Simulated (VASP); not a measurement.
# Pd (Immm) in VASP: further runs

The runs below take Pd through single point, with PBE.

Everything below comes from runs of VASP 6.6.1. Logs are shortened: lines on timing, memory, paths and dates and some standing lists are left out, and cuts for length are marked.

### 1 The cell of the first run

The structure is orthorhombic, space group Immm (No. 71). Conventional cell: a = 2.647 Å, b = 2.854 Å, c = 3.890 Å, α = 90.00°, β = 90.00°, γ = 90.00°. Pd (site symmetry mmm) has 12 Pd at 2.65 to 2.85 Å within 3.5 Å.

### 2 Single point, PBE (strain +0.0750 x Voigt [0, 0, 0, 0, 1, 0])

Contents of INCAR:

```
PREC     = Accurate       # precision mode
ENCUT    = 520            # plane-wave cutoff, eV
EDIFF    = 1E-7           # SCF threshold, eV
ISMEAR   = 0              # smearing method
SIGMA    = 0.15           # smearing width, eV
LREAL    = F              # projectors in reciprocal space
LASPH    = T              # aspherical terms in the spheres
NELM     = 100            # most SCF steps
ALGO     = Fast           # electronic algorithm
ISIF     = 2              # what is computed and relaxed
LWAVE    = F              # write WAVECAR
LCHARG   = T              # write CHGCAR
GGA      = PE             # functional
LELF     = T              # ELF
LVHAR    = T            
NBANDS   = 11             # bands
```

Contents of KPOINTS:

```
regular mesh
0
Gamma
  20 20 20
```

Contents of POSCAR:

```
Pd
1.0
    0.0729337500      1.9449000000      1.9449000000
    2.0178337500      0.0000000000      2.0178337500
    1.9449000000      1.9449000000      0.0729337500
Pd
1
Direct
    0.0000000000      0.0000000000      0.0000000000
```

Potentials or basis: VASP PAW PBE potentials, release 64 (Pd).

The run is started by

```console
$ cat potpaw_PBE.64/Pd/POTCAR > POTCAR
$ mpirun -np 1 vasp_std > vasp.out
```

OUTCAR:

```text
PREC = Accurate
   ENCUT = 520
   EDIFF = 1E-7
   ISMEAR = 0
   LREAL = F
   LASPH = T
   NELM = 100
   ISIF = 2
   GGA = PE

 ion  position               nearest neighbor table
   1  0.000  0.000  0.000-

  LATTYP: Found a body centered orthorhombic cell.
 ALAT       =     2.6473600591
 B/A-ratio  =     1.0779220779
 C/A-ratio  =     1.4693127921

  Lattice vectors:

 A1 = (   0.0729337500,  -1.9449000000,   1.9449000000)
 A2 = (  -0.0729337500,  -1.9449000000,  -1.9449000000)
 A3 = (   1.9449000000,   1.9449000000,   0.0729337500)

Analysis of symmetry for initial positions (statically):
=====================================================================
 Subroutine PRICEL returns:
 Original cell was already a primitive cell.

 Routine SETGRP: Setting up the symmetry group for a
 body centered orthorhombic supercell.

 Subroutine GETGRP returns: Found  8 space group operations
 (whereof  8 operations were pure point group operations)
 out of a pool of  8 trial point group operations.

The static configuration has the point symmetry D_2h.

Analysis of symmetry for dynamics (positions and initial velocities):
=====================================================================
 Subroutine PRICEL returns:
 Original cell was already a primitive cell.

 Routine SETGRP: Setting up the symmetry group for a
 body centered orthorhombic supercell.

 Subroutine GETGRP returns: Found  8 space group operations
 (whereof  8 operations were pure point group operations)
 out of a pool of  8 trial point group operations.

The dynamic configuration has the point symmetry D_2h.

 Subroutine INISYM returns: Found  8 space group operations
 (whereof  8 operations are pure point group operations),
 and found     1 'primitive' translations

----------------------------------------------------------------------------------------

                                     Primitive cell

  volume of cell :      14.6930

  direct lattice vectors                    reciprocal lattice vectors
     0.072933750  1.944900000  1.944900000    -0.267098833  0.257082626  0.267098833
     2.017833750  0.000000000  2.017833750     0.247790483 -0.257082626  0.247790483
     1.944900000  1.944900000  0.072933750     0.267098833  0.257082626 -0.267098833

  length of vectors
     2.751470762  2.853647856  2.751470762     0.456919084  0.434616755  0.456919084

  position of ions in fractional coordinates (direct lattice)
     0.000000000  0.000000000  0.000000000

[... 75 lines left out ...]
   EDIFF  = 0.1E-06   stopping-criterion for ELM
   LREAL  =      F    real-space projection
   EDIFFG = 0.1E-05   stopping-criterion for IOM
   NSW    =      0    number of steps for IOM
   IBRION =     -1    ionic relax: 0-MD 1-quasi-New 2-CG
   NFREE  =      0    steps in history (QN), initial steepest desc. (CG)
   ISIF   =      2    stress and relaxation
   ISYM   =      2    0-nonsym 1-usesym 2-fastsym
   POTIM  = 0.5000    time-step for ionic-motion
   TEBEG  =    0.0;   TEEND  =   0.0 temperature during run
   PSTRESS=    0.0 pullay stress
   NELECT =      10.0000    total number of electrons
   NUPDOWN=      -1.0000    fix difference up-down
   EMIN   =  10.00;   EMAX   =-10.00  energy-range for DOS
   EFERMI =   0.00;   METHOD = LEGACY
   ISMEAR =     0;   SIGMA  =   0.15  broadening in eV -4-tet -1-fermi 0-gaus
   EFERMI_NEDOS =   21; number of points for ismear=-14 and -15
   IALGO  =     68    algorithm
   IMIX   =      4    mixing-type and parameters
     AMIX     =   0.40;   BMIX     =  1.00
     AMIX_MAG =   1.60;   BMIX_MAG =  1.00
  volume/ion in A,a.u.               =      14.69        99.15
  Fermi-wavevector in a.u.,A,eV,Ry     =   1.440029  2.721260 28.214182  2.073684
  Thomas-Fermi vector in A             =   2.558819
   LORBIT       =      0    0 simple, 1 ext, 2 COOP (PROOUT), +10 PAW based schemes
   GGA     = PE    functional components
   LHFCALC =     F    Hartree Fock is set to
   AEXX    =    0.0000 exact exchange contribution
   IVDW    =     0    specifies the selected vdW correction
   LEPSILON=     F    determine dielectric tensor
   LRPA    =     F    only Hartree local field effects (RPA)
 non-spin polarized calculation
 RMM-DIIS sequential band-by-band and
 Gauss-broadening in eV      SIGMA  =   0.15
  energy-cutoff  :      520.00
  volume of cell :       14.69
 maximum number of plane-waves:       410
   NGX = 11   NGY = 11   NGZ = 11

 number of electron      10.0000001 magnetization

 Free energy of the ion-electron system (eV)
  ---------------------------------------------------
  ext. energy  EPLUGINS =         0.00000000
  ---------------------------------------------------
  free energy    TOTEN  =        -5.19353774 eV

  energy without entropy =       -5.16936418  energy(sigma->0) =       -5.18145096

 E-fermi :   9.8495     XC(G=0): -13.2062

 val. band max:        9.8493866759   @ k =   0.4000  -0.2500   0.2000
 cond. band min:       9.8499125120   @ k =  -0.4500   0.1000  -0.0000
 fundamental gap:      0.0005258362
 Fermi energy:         9.8494924378

 k-point     1 :       0.0000    0.0000    0.0000
  band No.  band energies     occupation
      1       2.6821      2.00000
      2       6.6599      2.00000
      3       6.8329      2.00000
      4       7.3503      2.00000
      5       8.6455      2.00000
      6       8.6877      2.00000
      7      26.9349      0.00000
      8      30.6468      0.00000
      9      31.9739      0.00000
     10      33.1543      0.00000
     11      36.9169      0.00000
[... 309 lines left out ...]
 k-point    24 :      -0.4000    0.0500   -0.0000
  band No.  band energies     occupation
      1       4.6479      2.00000
      2       6.6526      2.00000
      3       7.3085      2.00000
      4       9.1663      2.00000
      5       9.6335      1.95827
      6      10.6779      0.00000
      7      19.2446      0.00000
      8      26.3695      0.00000
      9      29.7422      0.00000
     10      31.6619      0.00000
     11      36.4793      0.00000

 [... further k-points ...]
[... 5 lines left out ...]
  --------------------------------------------------------------------------------------
  -------------------------------------------------------------------------------------
  Total        0.8543939      0.6344572      0.8543939      0.0000000      0.0000000     -0.6044568
  in kB       93.1661347     69.1834562     93.1661347      0.0000000      0.0000000    -65.9121023
  external PRESSURE =      85.1719085 kB  Pullay stress =       0.0000000 kB

 VOLUME and BASIS-vectors are now :
 -----------------------------------------------------------------------------
  energy-cutoff  :      520.00
  volume of cell :       14.69
      direct lattice vectors                 reciprocal lattice vectors
     0.072933750  1.944900000  1.944900000    -0.267098833  0.257082626  0.267098833
     2.017833750  0.000000000  2.017833750     0.247790483 -0.257082626  0.247790483
     1.944900000  1.944900000  0.072933750     0.267098833  0.257082626 -0.267098833

 POSITION                                       TOTAL-FORCE (eV/Angst)
 -----------------------------------------------------------------------------------
      0.00000      0.00000      0.00000         0.000000      0.000000     -0.000000
 -----------------------------------------------------------------------------------
    total drift:                               -0.000000     -0.000000     -0.000000

  FREE ENERGIE OF THE ION-ELECTRON SYSTEM (eV)
  ---------------------------------------------------
  free  energy   TOTEN  =        -5.1935377436 eV

  energy  without entropy=       -5.1693641751  energy(sigma->0) =       -5.18145096
```

OSZICAR:

```text
N       E                     dE             d eps       ncg     rms          rms(c)
DAV:   1     0.428134899571E+02    0.42813E+02   -0.51535E+03 25756   0.855E+02
DAV:   2    -0.490868603916E+01   -0.47722E+02   -0.46136E+02 28642   0.183E+02
DAV:   3    -0.547429267073E+01   -0.56561E+00   -0.56361E+00 31073   0.214E+01
DAV:   4    -0.547672297735E+01   -0.24303E-02   -0.24300E-02 31156   0.146E+00
DAV:   5    -0.547674910800E+01   -0.26131E-04   -0.26130E-04 33651   0.138E-01    0.790E+00
RMM:   6    -0.520891975495E+01    0.26783E+00   -0.35413E-01 27089   0.555E+00    0.388E+00
RMM:   7    -0.519724487377E+01    0.11675E-01   -0.86065E-03 30295   0.106E+00    0.202E+00
RMM:   8    -0.519355239524E+01    0.36925E-02   -0.14670E-03 30545   0.351E-01    0.110E-01
RMM:   9    -0.519352968414E+01    0.22711E-04   -0.20395E-04 34239   0.124E-01    0.454E-02
RMM:  10    -0.519353532004E+01   -0.56359E-05   -0.53390E-05 33594   0.558E-02    0.904E-03
RMM:  11    -0.519353702168E+01   -0.17016E-05   -0.18504E-05 35278   0.295E-02    0.106E-02
RMM:  12    -0.519353750526E+01   -0.48357E-06   -0.47271E-06 33293   0.170E-02    0.284E-03
RMM:  13    -0.519353779358E+01   -0.28832E-06   -0.17417E-06 31484   0.777E-03    0.608E-03
RMM:  14    -0.519353774356E+01    0.50022E-07   -0.19229E-07 25309   0.297E-03
   1 F= -.51935377E+01 E0= -.51814510E+01  d E =-.241736E-01
```

stdout:

```text
POSCAR found type information on POSCAR Pd
 POSCAR found :  1 types and       1 ions
 scaLAPACK will be used
 LDA part: xc-table for (Slater+PW92), standard interpolation
 POSCAR, INCAR and KPOINTS ok, starting setup
 FFT: planning ... GRIDC
 FFT: planning ... GRID_SOFT
 FFT: planning ... GRID
 WAVECAR not read
 entering main loop
WARNING in EDDRMM: call to ZHEGV failed, returncode =   8  4     11
WARNING in EDDRMM: call to ZHEGV failed, returncode =   8  4     11
WARNING in EDDRMM: call to ZHEGV failed, returncode =   6  3     11
```

Wall time 2 min (1 thread of AMD EPYC 9R45 (Zen 5), shared host); peak memory 0.26 GiB.

What came out:

```
Free energy            : -5.1935 eV
Pressure               : 8.5 GPa
Band gap on the k mesh : zero (band 5 reaches 10.23 eV, above the bottom of band 6 at 8.50 eV)
```

Stress tensor (GPa, compression positive):
```
 9.32  0.00 -6.59
 0.00  6.92  0.00
-6.59  0.00  9.32
```

Caveat: the cell differs from its parent crystal (strain +0.0750 x Voigt [0, 0, 0, 0, 1, 0]).

### 3 Single point, PBE (strain -0.0500 x Voigt [0, 0, 0, 0, 1, 0])

Contents of INCAR:

```
PREC     = Accurate       # precision mode
ENCUT    = 520            # plane-wave cutoff, eV
EDIFF    = 1E-7           # SCF threshold, eV
ISMEAR   = 0              # smearing method
SIGMA    = 0.15           # smearing width, eV
LREAL    = False          # projectors in reciprocal space
LASPH    = True           # aspherical terms in the spheres
NELM     = 60             # most SCF steps
ALGO     = Fast           # electronic algorithm
ISIF     = 2              # what is computed and relaxed
LWAVE    = False          # write WAVECAR
LCHARG   = False          # write CHGCAR
GGA      = PE             # functional
NBANDS   = 11             # bands
```

KPOINTS is that of step 2.

Contents of POSCAR:

```
Pd
1.0
   -0.0486225000      1.9449000000      1.9449000000
    1.8962775000      0.0000000000      1.8962775000
    1.9449000000      1.9449000000     -0.0486225000
Pd
1
Direct
    0.0000000000      0.0000000000      0.0000000000
```

Potentials or basis: VASP PAW PBE potentials, release 64 (Pd).

The run is started by

```console
$ cat potpaw_PBE.64/Pd/POTCAR > POTCAR
$ mpirun -np 1 vasp_std > vasp.out
```

Wall time 1.7 min (1 thread of AMD EPYC 9R45 (Zen 5), shared host); peak memory 0.25 GiB.

It converged, with:

```
Free energy            : -5.2065 eV
Pressure               : 7.9 GPa
Band gap on the k mesh : zero (band 5 reaches 10.17 eV, above the bottom of band 6 at 8.49 eV)
```

Stress tensor (GPa, compression positive):
```
8.23 0.00 4.20
0.00 7.14 0.00
4.20 0.00 8.23
```

Levels at points of the mesh, in eV from the Fermi level:
```tsv
k point	band 3	band 4	band 5	band 6	band 7	band 8
(0.00, 0.00, 0.00)	-2.93	-2.62	-1.22	-1.20	17.15	21.18
(0.50, 0.00, 0.00)	-2.65	-0.17	0.03	0.80	7.00	16.77
(0.00, 0.50, 0.00)	-2.70	-0.09	0.10	1.25	7.73	16.34
(0.50, 0.50, 0.00)	-0.10	0.28	0.33	3.37	10.83	13.24
(0.50, 0.00, 0.50)	-0.05	0.27	0.32	3.35	10.80	12.30
```

Caveat: the cell differs from its parent crystal (strain -0.0500 x Voigt [0, 0, 0, 0, 1, 0]).

### 4 Single point, PBE (strain +0.0250 x Voigt [0, 0, 0, 0, 1, 0])

Contents of INCAR:

```
ALGO = Fast
EDIFF = 1E-6
ENCUT = 520
GGA = PE
ISIF = 2
ISMEAR = 0
LASPH = True
LCHARG = False
LREAL = False
LWAVE = False
NBANDS = 11
NELM = 100
PREC = Accurate
SIGMA = 0.15
```

Contents of KPOINTS:

```
k-points
0
Gamma
  20 20 20
```

Contents of POSCAR:

```
Pd
1.0
    0.0243112500      1.9449000000      1.9449000000
    1.9692112500      0.0000000000      1.9692112500
    1.9449000000      1.9449000000      0.0243112500
Pd
1
Direct
    0.0000000000      0.0000000000      0.0000000000
```

Potentials or basis: VASP PAW PBE potentials, release 64 (Pd).

The run is started by

```console
$ cat potpaw_PBE.64/Pd/POTCAR > POTCAR
$ mpirun -np 1 vasp_std > vasp.out
```

OUTCAR:

```text
EDIFF = 1E-6
   ENCUT = 520
   GGA = PE
   ISIF = 2
   ISMEAR = 0
   LASPH = True
   LREAL = False
   NELM = 100
   PREC = Accurate

 ion  position               nearest neighbor table
   1  0.000  0.000  0.000-

  LATTYP: Found a body centered orthorhombic cell.
 ALAT       =     2.7161226580
 B/A-ratio  =     1.0253164557
 C/A-ratio  =     1.4321149999

  Lattice vectors:

 A1 = (   0.0243112500,  -1.9449000000,   1.9449000000)
 A2 = (  -0.0243112500,  -1.9449000000,  -1.9449000000)
 A3 = (   1.9449000000,   1.9449000000,   0.0243112500)

Analysis of symmetry for initial positions (statically):
=====================================================================
 Subroutine PRICEL returns:
 Original cell was already a primitive cell.

 Routine SETGRP: Setting up the symmetry group for a
 body centered orthorhombic supercell.

 Subroutine GETGRP returns: Found  8 space group operations
 (whereof  8 operations were pure point group operations)
 out of a pool of  8 trial point group operations.

The static configuration has the point symmetry D_2h.
[... 159 lines left out ...]

 E-fermi :   9.8207     XC(G=0): -13.2022

 val. band max:        9.8193341577   @ k =   0.4500   0.1000   0.0000
 cond. band min:       9.8209567157   @ k =  -0.2500   0.4500   0.1500
 fundamental gap:      0.0016225580
 Fermi energy:         9.8206906511

 k-point     1 :       0.0000    0.0000    0.0000
  band No.  band energies     occupation
      1       2.6678      2.00000
      2       6.8590      2.00000
      3       6.9530      2.00000
      4       7.0872      2.00000
      5       8.5919      2.00000
      6       8.5976      2.00000
      7      27.0096      0.00000
      8      31.4037      0.00000
      9      31.8292      0.00000
     10      32.2378      0.00000
     11      36.8886      0.00000
[... 309 lines left out ...]
 k-point    24 :      -0.4000    0.0500   -0.0000
  band No.  band energies     occupation
      1       4.6269      2.00000
      2       6.8497      2.00000
      3       7.1060      2.00000
      4       9.0786      2.00000
      5       9.5417      1.99146
      6      10.5830      0.00000
      7      18.7685      0.00000
      8      26.5664      0.00000
      9      30.2988      0.00000
     10      31.6479      0.00000
     11      36.8020      0.00000

 [... further k-points ...]
[... 5 lines left out ...]
  --------------------------------------------------------------------------------------
  -------------------------------------------------------------------------------------
  Total        0.6974323      0.6721346      0.6974323      0.0000000      0.0000000     -0.1869729
  in kB       75.9553990     73.2002991     75.9553990      0.0000000      0.0000000    -20.3626944
  external PRESSURE =      75.0370324 kB  Pullay stress =       0.0000000 kB

 VOLUME and BASIS-vectors are now :
 -----------------------------------------------------------------------------
  energy-cutoff  :      520.00
  volume of cell :       14.71
      direct lattice vectors                 reciprocal lattice vectors
     0.024311250  1.944900000  1.944900000    -0.260336837  0.257082626  0.260336837
     1.969211250  0.000000000  1.969211250     0.253908767 -0.257082626  0.253908767
     1.944900000  1.944900000  0.024311250     0.260336837  0.257082626 -0.260336837

 POSITION                                       TOTAL-FORCE (eV/Angst)
 -----------------------------------------------------------------------------------
      0.00000      0.00000      0.00000         0.000000     -0.000000     -0.000000
 -----------------------------------------------------------------------------------
    total drift:                               -0.000000     -0.000000     -0.000000

  FREE ENERGIE OF THE ION-ELECTRON SYSTEM (eV)
  ---------------------------------------------------
  free  energy   TOTEN  =        -5.2139820377 eV

  energy  without entropy=       -5.1872200587  energy(sigma->0) =       -5.20060105
```

OSZICAR:

```text
N       E                     dE             d eps       ncg     rms          rms(c)
DAV:   1     0.425067935793E+02    0.42507E+02   -0.51520E+03 25756   0.853E+02
DAV:   2    -0.492886775170E+01   -0.47436E+02   -0.45917E+02 28747   0.183E+02
DAV:   3    -0.549531206415E+01   -0.56644E+00   -0.56403E+00 30906   0.213E+01
DAV:   4    -0.549778014477E+01   -0.24681E-02   -0.24678E-02 31121   0.148E+00
DAV:   5    -0.549780647956E+01   -0.26335E-04   -0.26333E-04 33822   0.139E-01    0.783E+00
RMM:   6    -0.522892918861E+01    0.26888E+00   -0.36026E-01 27047   0.560E+00    0.383E+00
RMM:   7    -0.521766981686E+01    0.11259E-01   -0.84120E-03 30291   0.105E+00    0.201E+00
RMM:   8    -0.521399408443E+01    0.36757E-02   -0.13619E-03 30357   0.339E-01    0.117E-01
RMM:   9    -0.521397441677E+01    0.19668E-04   -0.16762E-04 34209   0.114E-01    0.354E-02
RMM:  10    -0.521398077361E+01   -0.63568E-05   -0.41013E-05 33377   0.491E-02    0.549E-03
RMM:  11    -0.521398174393E+01   -0.97033E-06   -0.13563E-05 33917   0.251E-02    0.611E-03
RMM:  12    -0.521398203771E+01   -0.29378E-06   -0.29456E-06 27240   0.123E-02
   1 F= -.52139820E+01 E0= -.52006010E+01  d E =-.267620E-01
```

stdout:

```text
POSCAR found type information on POSCAR Pd
 POSCAR found :  1 types and       1 ions
 scaLAPACK will be used
 LDA part: xc-table for (Slater+PW92), standard interpolation
 POSCAR, INCAR and KPOINTS ok, starting setup
 FFT: planning ... GRIDC
 FFT: planning ... GRID_SOFT
 FFT: planning ... GRID
 WAVECAR not read
 entering main loop
WARNING in EDDRMM: call to ZHEGV failed, returncode =   6  3     11
WARNING in EDDRMM: call to ZHEGV failed, returncode =   8  4     11
```

Wall time 99 s (1 thread of AMD EPYC 9R45 (Zen 5), shared host); peak memory 0.26 GiB.

Results:

```
Free energy            : -5.2140 eV
Pressure               : 7.5 GPa
Band gap on the k mesh : zero (band 5 reaches 10.13 eV, above the bottom of band 6 at 8.49 eV)
```

Levels at points of the mesh, in eV from the Fermi level:
```tsv
k point	band 3	band 4	band 5	band 6	band 7	band 8
(0.00, 0.00, 0.00)	-2.87	-2.73	-1.23	-1.22	17.19	21.58
(0.50, 0.00, 0.00)	-2.80	-0.06	0.04	1.13	7.53	16.45
(0.00, 0.50, 0.00)	-2.78	-0.09	0.00	0.91	7.17	16.67
(0.50, 0.50, 0.00)	-0.07	0.29	0.30	3.36	10.81	13.23
(0.50, 0.00, 0.50)	-0.05	0.28	0.31	3.36	10.80	12.76
```

Caveat: the cell differs from its parent crystal (strain +0.0250 x Voigt [0, 0, 0, 0, 1, 0]).

[end of part 1 of 2]
